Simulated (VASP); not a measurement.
Runs of VASP 6.6.1 on MgO. The structure is that of space group R-3m (No. 166), or close to it. The cells are those of the table. 

```csv
cell,gap on the mesh (eV),pressure (GPa)
"a = 3.232 Å, angles 52.2°, 2 atoms",3.83,-7.4
"a = 3.102 Å, angles 56.6°, 2 atoms",(a),-8.1
"a = 2.711 Å, angles 82.7°, 2 atoms",3.12,-9.8
"a = 3.803 Å, angles 38.9°, 2 atoms",none,11.3
"a = 2.878 Å, angles 67.3°, 2 atoms",4.25,-8.0
"a = 2.951 Å, angles 63.2°, 2 atoms",4.79,-8.1
"a = 2.769 Å, angles 75.3°, 2 atoms",(b),-8.3
"a = 3.468 Å, angles 45.7°, 2 atoms",0.93,-3.5
"a = 4.151 Å, angles 33.6°, 2 atoms",none,29.5
```

Alike in all rows: task single point; level r2SCAN; potentials or basis VASP PAW PBE potentials, release 64 (Mg, O); no spin polarisation; k mesh 10 × 10 × 10; cutoff (eV) 520; smearing gaussian 0.05 eV.

Question: Estimate the missing entries.

Answer: (a) 4.86; (b) 3.44.

Caveats: the PAW data sets were made with another functional, which shifts forces and pressure a little.

A k mesh can miss the band edges.

A gap of «none» marks levels without a gap at the run's occupations.
